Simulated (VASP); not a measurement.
# BeS (F-43m) in VASP: a series of runs

The runs below take BeS through single point, with r2SCAN.

All numbers are computed with VASP 6.6.1; they aren't measurements. Logs are shortened: lines on timing, memory, paths and dates and some standing lists are left out, and cuts for length are marked.

## (1) The cell of the first run

The structure is cubic, space group F-43m (No. 216). The conventional cell has a = 4.769 Å, b = 4.769 Å, c = 4.769 Å, α = 90.00°, β = 90.00°, γ = 90.00°. Within 2.7 Å of Be (site symmetry -43m) lie 4 S at 2.07 Å. S (site symmetry -43m) has 4 Be at 2.07 Å within 2.7 Å.

## (2) Single point, r2SCAN (13.56 Å³/atom)

POSCAR

```
BeS
1.0
    0.0000000000      2.3846129646      2.3846129646
    2.3846129646      0.0000000000      2.3846129646
    2.3846129646      2.3846129646      0.0000000000
Be S
1 1
Direct
    0.0000000000      0.0000000000      0.0000000000
    0.2500000000      0.2500000000      0.2500000000
```

INCAR.step1

```
PREC = Accurate
ENCUT = 520
ISMEAR = 0
SIGMA = 0.01
LREAL = F
LASPH = T
NELM = 100
NBANDS = 11
GGA = PE
ALGO = Normal
EDIFF = 1E-4
LWAVE = T
LCHARG = F
```

INCAR.step2

```
PREC = Accurate
ENCUT = 520
EDIFF = 1E-6
ISMEAR = 0
SIGMA = 0.01
LREAL = F
LASPH = T
NELM = 100
ALGO = Normal
ISIF = 2
LWAVE = F
LCHARG = F
METAGGA = R2SCAN
LMIXTAU = T
NBANDS = 11
ISTART = 1
```

KPOINTS

```
Automatic mesh
0
Gamma
  8 8 8
```

Potentials or basis: VASP PAW PBE potentials, release 64 (Be, S).

Run with:

```
> cat potpaw_PBE.64/Be/POTCAR potpaw_PBE.64/S/POTCAR > POTCAR
> cp INCAR.step1 INCAR
> mpirun -np 1 vasp_std > vasp.out
> cp INCAR.step2 INCAR
> mpirun -np 1 vasp_std > vasp.out
```

OUTCAR:

```text
PREC = Accurate
   ENCUT = 520
   EDIFF = 1E-6
   ISMEAR = 0
   LREAL = F
   LASPH = T
   NELM = 100
   ISIF = 2
   METAGGA = R2SCAN
   ISTART = 1

 ion  position               nearest neighbor table
   1  0.000  0.000  0.000-   2 2.07   2 2.07   2 2.07   2 2.07
   2  0.250  0.250  0.250-   1 2.07   1 2.07   1 2.07   1 2.07

  LATTYP: Found a face centered cubic cell.
 ALAT       =     4.7692259292

  Lattice vectors:

 A1 = (   0.0000000000,   2.3846129646,   2.3846129646)
 A2 = (   2.3846129646,   0.0000000000,   2.3846129646)
 A3 = (   2.3846129646,   2.3846129646,   0.0000000000)

Analysis of symmetry for initial positions (statically):
=====================================================================
 Subroutine PRICEL returns:
 Original cell was already a primitive cell.

 Routine SETGRP: Setting up the symmetry group for a
 face centered cubic supercell.

 Subroutine GETGRP returns: Found 24 space group operations
 (whereof 24 operations were pure point group operations)
 out of a pool of 48 trial point group operations.

The static configuration has the point symmetry T_d .

Analysis of symmetry for dynamics (positions and initial velocities):
=====================================================================
 Subroutine PRICEL returns:
 Original cell was already a primitive cell.

 Routine SETGRP: Setting up the symmetry group for a
 face centered cubic supercell.

 Subroutine GETGRP returns: Found 24 space group operations
 (whereof 24 operations were pure point group operations)
 out of a pool of 48 trial point group operations.

The dynamic configuration has the point symmetry T_d .

 Subroutine INISYM returns: Found 24 space group operations
 (whereof 24 operations are pure point group operations),
 and found     1 'primitive' translations

----------------------------------------------------------------------------------------

                                     Primitive cell

  volume of cell :      27.1196

  direct lattice vectors                    reciprocal lattice vectors
     0.000000000  2.384612965  2.384612965    -0.209677632  0.209677632  0.209677632
     2.384612965  0.000000000  2.384612965     0.209677632 -0.209677632  0.209677632
     2.384612965  2.384612965  0.000000000     0.209677632  0.209677632 -0.209677632

  length of vectors
     3.372351996  3.372351996  3.372351996     0.363172312  0.363172312  0.363172312

  position of ions in fractional coordinates (direct lattice)
     0.000000000  0.000000000  0.000000000
     0.250000000  0.250000000  0.250000000

  ion indices of the primitive-cell ions
   primitive index   ion index
                 1           1
                 2           2

----------------------------------------------------------------------------------------

 KPOINTS: Automatic mesh

Automatic generation of k-mesh.
 Grid dimensions read from file:
 generate k-points for:    8    8    8

 Generating k-lattice:

  Cartesian coordinates                     Fractional coordinates (reciprocal lattice)
    -0.026209704  0.026209704  0.026209704     0.125000000  0.000000000  0.000000000
     0.026209704 -0.026209704  0.026209704     0.000000000  0.125000000  0.000000000
     0.026209704  0.026209704 -0.026209704     0.000000000  0.000000000  0.125000000

  Length of vectors
     0.045396539  0.045396539  0.045396539

  Shift w.r.t. Gamma in fractional coordinates (k-lattice)
     0.000000000  0.000000000  0.000000000

 Subroutine IBZKPT returns following result:
 ===========================================

 Found     29 irreducible k-points:

 Following reciprocal coordinates:
            Coordinates               Weight
  0.000000  0.000000  0.000000      1.000000
  0.125000  0.000000  0.000000      8.000000
  0.250000  0.000000  0.000000      8.000000
  0.375000  0.000000  0.000000      8.000000
  0.500000  0.000000  0.000000      4.000000
  0.125000  0.125000  0.000000      6.000000
[... 16 lines left out ...]
  0.500000  0.250000  0.125000     48.000000
 -0.375000  0.250000  0.125000     24.000000
 [... further k-points ...]
   k-points           NKPTS =     29   k-points in BZ     NKDIM =     29   number of bands    NBANDS=     11
   number of dos      NEDOS =    301   number of ions     NIONS =      2
   total plane-waves  NPLWV =  21952
   dimension x,y,z NGX =    28 NGY =   28 NGZ =   28
   dimension x,y,z NGXF=    56 NGYF=   56 NGZF=   56
   ions per type =               1   1
   NGX,Y,Z   is equivalent  to a cutoff of  13.80, 13.80, 13.80 a.u.
   NGXF,Y,Z  is equivalent  to a cutoff of  27.61, 27.61, 27.61 a.u.
 SYSTEM =  unknown system
   PREC   = accura    normal or accurate (medium, high low for compatibility)
   ISTART =      1    job   : 0-new  1-cont  2-samecut
   ICHARG =      0    charge: 1-file 2-atom 10-const
   ISPIN  =      1    spin polarized calculation?
   LNONCOLLINEAR =      F non collinear calculations
   LSORBIT =      F    spin-orbit coupling
   LASPH  =      T    aspherical Exc in radial PAW
   ENCUT  =  520.0 eV  38.22 Ry    6.18 a.u.   6.27  6.27  6.27*2*pi/ulx,y,z
   NELM   =    100;   NELMIN=  2; NELMDL=  0     # of ELM steps
   EDIFF  = 0.1E-05   stopping-criterion for ELM
   LREAL  =      F    real-space projection
   EDIFFG = 0.1E-04   stopping-criterion for IOM
   NSW    =      0    number of steps for IOM
   IBRION =     -1    ionic relax: 0-MD 1-quasi-New 2-CG
   NFREE  =      0    steps in history (QN), initial steepest desc. (CG)
   ISIF   =      2    stress and relaxation
   ISYM   =      2    0-nonsym 1-usesym 2-fastsym
   POTIM  = 0.5000    time-step for ionic-motion
   TEBEG  =    0.0;   TEEND  =   0.0 temperature during run
   PSTRESS=    0.0 pullay stress
   NELECT =       8.0000    total number of electrons
   NUPDOWN=      -1.0000    fix difference up-down
   EMIN   =  10.00;   EMAX   =-10.00  energy-range for DOS
   EFERMI =   0.00;   METHOD = LEGACY
   ISMEAR =     0;   SIGMA  =   0.01  broadening in eV -4-tet -1-fermi 0-gaus
   EFERMI_NEDOS =   21; number of points for ismear=-14 and -15
   IALGO  =     38    algorithm
   IMIX   =      4    mixing-type and parameters
     AMIX     =   0.40;   BMIX     =  1.00
     AMIX_MAG =   1.60;   BMIX_MAG =  1.00
  volume/ion in A,a.u.               =      13.56        91.51
  Fermi-wavevector in a.u.,A,eV,Ry     =   1.089792  2.059408 16.158911  1.187646
  Thomas-Fermi vector in A             =   2.226003
   LORBIT       =      0    0 simple, 1 ext, 2 COOP (PROOUT), +10 PAW based schemes
   METAGGA = R2SCAN    functional components
   LHFCALC =     F    Hartree Fock is set to
   AEXX    =    0.0000 exact exchange contribution
   IVDW    =     0    specifies the selected vdW correction
   LEPSILON=     F    determine dielectric tensor
   LRPA    =     F    only Hartree local field effects (RPA)
 non-spin polarized calculation
 Gauss-broadening in eV      SIGMA  =   0.01
  energy-cutoff  :      520.00
  volume of cell :       27.12
 maximum number of plane-waves:       745
 NGX is ok and might be reduce to    28
   NGX = 13   NGY = 13   NGZ = 13

 number of electron       8.0000001 magnetization

 Free energy of the ion-electron system (eV)
  ---------------------------------------------------
  ext. energy  EPLUGINS =         0.00000000
  ---------------------------------------------------
  free energy    TOTEN  =       -14.74815581 eV

  energy without entropy =      -14.74815581  energy(sigma->0) =      -14.74815581

 E-fermi :   4.6446     XC(G=0): -10.4044

 val. band max:        4.5071501636   @ k =   0.0000   0.0000   0.0000
 cond. band min:       7.9598878916   @ k =   0.5000   0.5000   0.0000
 fundamental gap:      3.4527377280
 Fermi energy:         4.6446425166

 k-point     1 :       0.0000    0.0000    0.0000
  band No.  band energies     occupation
      1     -10.1534      2.00000
      2       4.5071      2.00000
      3       4.5071      2.00000
      4       4.5072      2.00000
      5      10.7269      0.00000
      6      10.7269      0.00000
      7      10.7269      0.00000
      8      11.6600      0.00000
      9      18.0244      0.00000
     10      18.0244      0.00000
     11      20.8377      0.00000

 k-point     2 :       0.1250    0.0000    0.0000
  band No.  band energies     occupation
      1      -9.9554      2.00000
      2       3.2311      2.00000
      3       4.2885      2.00000
      4       4.2885      2.00000
      5      10.8443      0.00000
      6      11.1229      0.00000
      7      11.1229      0.00000
      8      12.8396      0.00000
      9      17.3209      0.00000
     10      17.3209      0.00000
     11      20.5576      0.00000

 k-point     3 :       0.2500    0.0000    0.0000
  band No.  band energies     occupation
      1      -9.4072      2.00000
      2       0.9475      2.00000
      3       3.8530      2.00000
      4       3.8530      2.00000
      5      10.8479      0.00000
      6      11.7046      0.00000
      7      11.7046      0.00000
      8      15.0272      0.00000
      9      17.1114      0.00000
     10      17.1114      0.00000
     11      20.0600      0.00000

 k-point     4 :       0.3750    0.0000    0.0000
  band No.  band energies     occupation
      1      -8.7021      2.00000
      2      -0.9925      2.00000
      3       3.5024      2.00000
      4       3.5024      2.00000
      5      10.8116      0.00000
      6      11.7235      0.00000
      7      11.7235      0.00000
      8      16.4749      0.00000
      9      18.6508      0.00000
     10      18.6508      0.00000
     11      20.4174      0.00000
[... 239 lines left out ...]
 k-point    22 :       0.3750    0.2500    0.1250
  band No.  band energies     occupation
      1      -8.9565      2.00000
      2       0.7078      2.00000
      3       2.1545      2.00000
      4       3.2845      2.00000
      5      10.6247      0.00000
      6      12.4739      0.00000
      7      12.8298      0.00000
      8      13.9507      0.00000
      9      17.1970      0.00000
     10      20.1179      0.00000
     11      21.9905      0.00000

 k-point    23 :       0.5000    0.2500    0.1250
  band No.  band energies     occupation
      1      -8.3319      2.00000
      2      -0.5911      2.00000
      3       1.5825      2.00000
      4       2.7625      2.00000
      5      11.0815      0.00000
      6      12.0134      0.00000
      7      13.8726      0.00000
      8      14.7046      0.00000
      9      18.2669      0.00000
     10      20.3075      0.00000
     11      22.4521      0.00000

 k-point    24 :      -0.3750    0.2500    0.1250
  band No.  band energies     occupation
      1      -8.0129      2.00000
      2      -1.2194      2.00000
      3       1.4875      2.00000
      4       2.4895      2.00000
      5      11.1136      0.00000
      6      11.8379      0.00000
      7      14.6126      0.00000
      8      15.9871      0.00000
      9      17.0715      0.00000
     10      21.0891      0.00000
     11      21.9688      0.00000

 [... further k-points ...]

------------------------ aborting loop because EDIFF is reached ----------------------------------------

  FORCE on cell =-STRESS in cart. coord.  units (eV):
  Direction    XX          YY          ZZ          XY          YZ          ZX
  --------------------------------------------------------------------------------------
  -------------------------------------------------------------------------------------
  Total        1.1974713      1.1974713      1.1974713     -0.0000000      0.0000000     -0.0000000
  in kB       70.7443881     70.7443881     70.7443881     -0.0000000      0.0000000     -0.0000000
  external PRESSURE =      70.7443881 kB  Pullay stress =       0.0000000 kB

 VOLUME and BASIS-vectors are now :
 -----------------------------------------------------------------------------
  energy-cutoff  :      520.00
  volume of cell :       27.12
      direct lattice vectors                 reciprocal lattice vectors
     0.000000000  2.384612965  2.384612965    -0.209677632  0.209677632  0.209677632
     2.384612965  0.000000000  2.384612965     0.209677632 -0.209677632  0.209677632
     2.384612965  2.384612965  0.000000000     0.209677632  0.209677632 -0.209677632

 POSITION                                       TOTAL-FORCE (eV/Angst)
 -----------------------------------------------------------------------------------
      0.00000      0.00000      0.00000        -0.000000      0.000000      0.000000
      1.19231      1.19231      1.19231         0.000000     -0.000000     -0.000000
 -----------------------------------------------------------------------------------
    total drift:                               -0.000000     -0.000000     -0.000000

  FREE ENERGIE OF THE ION-ELECTRON SYSTEM (eV)
  ---------------------------------------------------
  free  energy   TOTEN  =       -14.7481558126 eV

  energy  without entropy=      -14.7481558126  energy(sigma->0) =      -14.74815581
```

It took 53 s on 1 thread of Intel Xeon 8259CL, shared host; peak memory 0.16 GiB.

Results:

| Quantity | Value |
| --- | --- |
| Free energy | -14.7482 eV |
| Pressure | 7.1 GPa |
| Band gap on the k mesh | 3.45 eV (least direct gap 6.22 eV) |

Caveat: the cell stands under pressure; the PAW data sets were made with another functional, which shifts forces and pressure a little. r2SCAN opens gaps a little over a GGA but as a rule still falls short of measured ones.

## (3) Single point, r2SCAN (13.99 Å³/atom)

This run uses another cell than the first one, of 13.99 Å³/atom.

POSCAR

```
BeS
1.0
    0.0000000000      2.4097159985      2.4097159985
    2.4097159985      0.0000000000      2.4097159985
    2.4097159985      2.4097159985      0.0000000000
Be S
1 1
Direct
    0.0000000000      0.0000000000      0.0000000000
    0.2500000000      0.2500000000      0.2500000000
```

INCAR.step1

```
SYSTEM = BeS
  PREC = Accurate
  ENCUT = 520
  ISMEAR = 0
  SIGMA = 0.01
  LREAL = .False.
  LASPH = .True.
  NELM = 80
  NBANDS = 11
  GGA = PE
  ALGO = Normal
  EDIFF = 1E-4
  LWAVE = .True.
  LCHARG = .False.
```

INCAR.step2

```
SYSTEM = BeS
  PREC = Accurate
  ENCUT = 520
  EDIFF = 1E-6
  ISMEAR = 0
  SIGMA = 0.01
  LREAL = .False.
  LASPH = .True.
  NELM = 80
  ALGO = Normal
  ISIF = 2
  LWAVE = .False.
  LCHARG = .False.
  METAGGA = R2SCAN
  LMIXTAU = .True.
  NBANDS = 11
  ISTART = 1
```

KPOINTS

```
Automatic mesh
0
Gamma
  8 8 8
  0 0 0
```

Potentials or basis: VASP PAW PBE potentials, release 64 (Be, S).

Run with:

```
> cat potpaw_PBE.64/Be/POTCAR potpaw_PBE.64/S/POTCAR > POTCAR
> cp INCAR.step1 INCAR
> mpirun -np 1 vasp_std > vasp.out
> cp INCAR.step2 INCAR
> mpirun -np 1 vasp_std > vasp.out
```

Wall time 72 s (1 thread of Intel Xeon 8259CL, shared host); peak memory 0.16 GiB.

It converged, with:

| Property | Result |
| --- | --- |
| Free energy | -14.7765 eV |
| Pressure | 3.4 GPa |
| Band gap on the k mesh | 3.53 eV (least direct gap 6.24 eV) |

Levels at points of the mesh, in eV from the valence-band top:
```tsv
k point	band 1	band 2	band 3	band 4	band 5	band 6	band 7	band 8	band 9
(0.00, 0.00, 0.00)	-14.43	0.00	0.00	0.00	6.24	6.24	6.24	6.86	13.46
(0.50, 0.00, 0.00)	-12.70	-6.09	-1.09	-1.09	6.17	7.13	7.13	12.16	15.82
(0.50, 0.50, 0.00)	-12.11	-5.29	-2.78	-2.78	3.53	5.37	14.02	14.02	17.05
```

Caveat: the cell stands under pressure; the PAW data sets were made with another functional, which shifts forces and pressure a little.

## (4) Single point, r2SCAN

This run uses another cell than the first one, of 14.43 Å³/atom.

POSCAR

```
BeS
1.0
    0.0000000000      2.4343066356      2.4343066356
    2.4343066356      0.0000000000      2.4343066356
    2.4343066356      2.4343066356      0.0000000000
Be S
1 1
Direct
    0.0000000000      0.0000000000      0.0000000000
    0.2500000000      0.2500000000      0.2500000000
```

INCAR.step1

```
PREC = Accurate
ENCUT = 520
ISMEAR = 0
SIGMA = 0.01
LREAL = F
LASPH = T
NELM = 100
NBANDS = 11
GGA = PE
ALGO = Normal
EDIFF = 1E-4
LWAVE = T
LCHARG = F
```

INCAR.step2

```
PREC = Accurate
ENCUT = 520
EDIFF = 1E-7
ISMEAR = 0
SIGMA = 0.01
LREAL = F
LASPH = T
NELM = 100
ALGO = Normal
ISIF = 2
LWAVE = F
LCHARG = T
METAGGA = R2SCAN
LMIXTAU = T
LELF = T
LVHAR = T
NBANDS = 11
ISTART = 1
```

KPOINTS

```
Automatic mesh
0
Gamma
  8 8 8
```

Run with:

```
> cat potpaw_PBE.64/Be/POTCAR potpaw_PBE.64/S/POTCAR > POTCAR
> cp INCAR.step1 INCAR
> mpirun -np 1 vasp_std > vasp.out
> cp INCAR.step2 INCAR
> mpirun -np 1 vasp_std > vasp.out
```

Wall time 72 s (1 thread of Intel Xeon 8259CL, shared host); peak memory 0.16 GiB.

Results (log left out):

| Quantity | Value |
| --- | --- |
| Free energy | -14.7865 eV |
| Pressure | 0.3 GPa |
| Band gap on the k mesh | 3.60 eV (least direct gap 6.26 eV) |

Levels at points of the mesh, in eV from the valence-band top:
| k point | band 1 | band 2 | band 3 | band 4 | band 5 | band 6 | band 7 | band 8 | band 9 |
| --- | --- | --- | --- | --- | --- | --- | --- | --- | --- |
| (0.00, 0.00, 0.00) | -14.22 | 0.00 | 0.00 | 0.00 | 6.26 | 6.26 | 6.26 | 6.58 | 13.40 |
| (0.50, 0.00, 0.00) | -12.57 | -5.88 | -1.04 | -1.04 | 6.06 | 7.14 | 7.14 | 12.00 | 15.68 |
| (0.50, 0.50, 0.00) | -12.01 | -5.13 | -2.67 | -2.67 | 3.60 | 5.39 | 13.77 | 13.77 | 16.61 |

Caveat: the PAW data sets were made with another functional, which shifts forces and pressure a little.

(Continued in part 2 of 2.)
